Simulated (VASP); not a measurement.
Wanted: the native input for a VASP 6.6.1 run.

- Task: single point
- Functional: PBE
- Potentials or basis: VASP PAW PBE potentials, release 64 (B, N)
- Cutoff: 520 eV
- k mesh: 10 × 10 × 2
- Occupations: gaussian, width 0.05 eV
- Spin: no spin polarisation
- Dipole correction: no
- Further INCAR settings: ALGO = Normal; EDIFF = 1e-07; NBANDS = 36

The structure of BN lies in POSCAR:

```
BN
1.0
   -2.5545800960      0.0000000000      0.0000000000
   -1.2772900480     -2.2123312592      0.0000000000
    0.0000000000      0.0000000000     18.6735436055
B N
6 6
Direct
    0.6666666667      0.6666666667      0.1555004696
    0.6666666667      0.6666666667      0.3817304034
    0.6666666667      0.6666666667      0.6079603373
    0.3333333333      0.3333333333      0.0423855026
    0.3333333333      0.3333333333      0.2686154365
    0.3333333333      0.3333333333      0.4948453704
    0.6666666667      0.6666666667      0.0707520873
    0.6666666667      0.6666666667      0.2969820212
    0.6666666667      0.6666666667      0.5232119551
    0.3333333333      0.3333333333      0.6363269220
    0.3333333333      0.3333333333      0.1838670543
    0.3333333333      0.3333333333      0.4100969881
```

These files were run (other wordings do the same):

INCAR

```
  PREC = Accurate
  ENCUT = 520
  EDIFF = 1E-7
  ISMEAR = 0
  SIGMA = 0.05
  LREAL = False
  LASPH = True
  NELM = 80
  ALGO = Normal
  ISIF = 2
  LWAVE = False
  LCHARG = False
  GGA = PE
  NBANDS = 36
```

KPOINTS

```
Automatic mesh
0
Gamma
  10 10 2
```

Potentials or basis: VASP PAW PBE potentials, release 64 (B, N).

Run with:

```sh
$ cat potpaw_PBE.64/B/POTCAR potpaw_PBE.64/N/POTCAR > POTCAR
$ mpirun -np 1 vasp_std > vasp.out
```

It gave:

```yaml
Pressure: -1.9 GPa
Largest_force: 2.899 eV/Å
Band_gap_on_the_k_mesh: zero (band 24 reaches 4.23 eV, above the bottom of band 25 at 3.75 eV)
```

Caveat: forces of over 1 eV/Å act on the atoms, so gaps and moduli don't describe the material at rest.

Wall time 7.1 min on 1 thread of Intel Xeon 6975P-C, on a shared host, peak memory 0.26 GiB.
